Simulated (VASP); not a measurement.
Input of a VASP 6.6.1 run:

POSCAR

```
CdSe
1.0
    4.4275381386      0.0000000000      0.0000000000
   -2.2137690693      3.8343605043      0.0000000000
    0.0000000000      0.0000000000      7.2181789021
Cd Se
2 2
Direct
    0.3333333333      0.6666666667     -0.0004760037
    0.6666666667      0.3333333333      0.4995239963
    0.3333333333      0.6666666667      0.3754760037
    0.6666666667      0.3333333333      0.8754760037
```

File INCAR.step1:

```
PREC = Accurate ; ENCUT = 550
ISMEAR = 0 ; SIGMA = 0.01
LREAL = F ; LASPH = T
NELM = 120 ; NBANDS = 26
GGA = PE ; ALGO = Normal
EDIFF = 1E-5 ; LWAVE = T
LCHARG = F ; GGA_COMPAT = F
```

INCAR.step2

```
PREC = Accurate ; ENCUT = 550
EDIFF = 1E-6 ; ISMEAR = 0
SIGMA = 0.01 ; LREAL = F
LASPH = T ; NELM = 120
ALGO = Normal ; ISIF = 2
LWAVE = F ; LCHARG = F
METAGGA = R2SCAN ; LMIXTAU = T
NBANDS = 26 ; ISTART = 1
GGA_COMPAT = F
```

KPOINTS

```
regular mesh
0
Gamma
  12 12 4
```

Potentials or basis: VASP PAW PBE potentials, release 64 (Cd, Se).

The run is started by

```bash
$ cat potpaw_PBE.64/Cd/POTCAR potpaw_PBE.64/Se/POTCAR > POTCAR
$ cp INCAR.step1 INCAR
$ mpirun -np 1 vasp_std > vasp.out
$ cp INCAR.step2 INCAR
$ mpirun -np 1 vasp_std > vasp.out
```

(1) Estimate the band gap on the k mesh.

(2) What does it give for the largest force?

Results:

(1) 0.95 eV.

(2) 0.004 eV/Å.

Caveat: the cell differs from its parent crystal (strain +2.0%); the PAW data sets were made with another functional, which shifts forces and pressure a little.
